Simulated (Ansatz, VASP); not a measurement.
# Ti: VASP beside Ansatz

File INCAR:

```
ALGO = Normal ; EDIFF = 1E-6
ENCUT = 520 ; GGA = RE
ISIF = 2 ; ISMEAR = -1
LASPH = T ; LCHARG = F
LREAL = F ; LWAVE = F
NBANDS = 19 ; NELM = 60
PREC = Accurate ; SIGMA = 0.1
```

File KPOINTS:

```
k-points
0
Gamma
  16 16 8
```

POSCAR

```
Ti
1.0
   -1.9645494617      1.6118362537      1.4382402385
    1.6118362537     -1.9645494617      1.4382402385
    3.5744143981      3.5744143981     -2.0842351249
Ti
2
Direct
    0.9584032311      0.0415967689      0.0000000000
    0.7915967689      0.2084032311      0.5000000000
```

Input for Ansatz:

```yaml
crystal:
  lattice:
    - [-1.9645494617, 1.6118362537, 1.4382402385]
    - [1.6118362537, -1.9645494617, 1.4382402385]
    - [3.5744143981, 3.5744143981, -2.0842351249]
  atoms:
    - { symbol: Ti, position: [0.9584032311, 0.0415967689, 0.0] }
    - { symbol: Ti, position: [0.7915967689, 0.2084032311, 0.5] }
hamiltonian:
  xc: revpbe
  pseudopotentials:
    kind: paw
    azcp:
      Ti: "pseudopotentials/Ti.paw.azcp"
basis:
  ecutwfc: 420
  fft_grid_basis: typed
kpoints:
  mp_grid: { grid: [16, 16, 8], shift: [0, 0, 0] }
magnetization:
  spin_polarized: false
scf:
  occupations: { method: fermi_dirac, width: 0.1 }
  lower_state_search: "off"
output:
  stress: true
```

Alike in both runs: task single point; functional revPBE; k mesh 16 × 16 × 8; occupations fermi-dirac, width 0.1 eV; no spin polarisation.

|  | VASP | Ansatz |
| --- | --- | --- |
| version | VASP 6.6.1 | Ansatz 0.2.0 |
| potentials or method | VASP PAW PBE potentials, release 64 (Ti_sv), cutoff 520 eV | plane waves (420 eV) with PAW, scalar-relativistic |
| valence electrons in the cell | 24 | 24 |

```csv
,VASP,Ansatz,Ansatz less VASP
pressure (GPa),4.4,4.7,+0.27
```

VASP's potentials were made for PBE, not for revPBE.
